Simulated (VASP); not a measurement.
Wanted: the native input for a VASP 6.6.1 run.

```
Task                   : single point
Functional             : RPBE
Potentials or basis    : VASP PAW PBE potentials, release 64 (Ba_sv, Zr_sv, O)
Cutoff                 : 520 eV
k mesh                 : 6 × 6 × 6
Occupations            : fermi-dirac, width 0.05 eV
Spin                   : no spin polarisation
Dipole correction      : no
Further INCAR settings : ALGO = Normal; EDIFF = 1e-06; NBANDS = 28
```

The structure of BaZrO3 lies in POSCAR:

```
BaZrO3
1.0
    4.1913400000      0.0000000000      0.0000000000
    0.0000000000      4.1913400000      0.0000000000
    0.0000000000      0.0000000000      4.1913400000
Ba Zr O
1 1 3
Direct
    0.0000000000      0.0000000000      0.0000000000
    0.5000000000      0.5000000000      0.5000000000
    0.5000000000      0.5000000000      0.0000000000
    0.5000000000      0.0000000000      0.5000000000
    0.0000000000      0.5000000000      0.5000000000
```

One way to write it, as run:

INCAR

```
SYSTEM = BaZrO3
ALGO = Normal
EDIFF = 1E-6
ENCUT = 520
GGA = RP
ISIF = 2
ISMEAR = -1
LASPH = .True.
LCHARG = .False.
LREAL = .False.
LWAVE = .False.
NBANDS = 28
NELM = 60
PREC = Accurate
SIGMA = 0.05
```

KPOINTS

```
k-points
0
Gamma
  6 6 6
  0 0 0
```

Potentials or basis: VASP PAW PBE potentials, release 64 (Ba_sv, Zr_sv, O).

Run with:

```console
$ cat potpaw_PBE.64/Ba_sv/POTCAR potpaw_PBE.64/Zr_sv/POTCAR potpaw_PBE.64/O/POTCAR > POTCAR
$ mpirun -np 1 vasp_std > vasp.out
```

It gave:

| Item | Value |
| --- | --- |
| Pressure | 8.7 GPa |
| Band gap on the k mesh | 3.24 eV, indirect (least direct gap 3.46 eV) |

Caveat: the PAW data sets were made with another functional, which shifts forces and pressure a little; spin-orbit coupling is left out, which moves the levels of the heavy elements.

Run time: 19 s on 1 thread of Intel(R) Xeon(R) Platinum 8559C (Emerald Rapids), with other jobs on the host, peak memory 0.19 GiB.
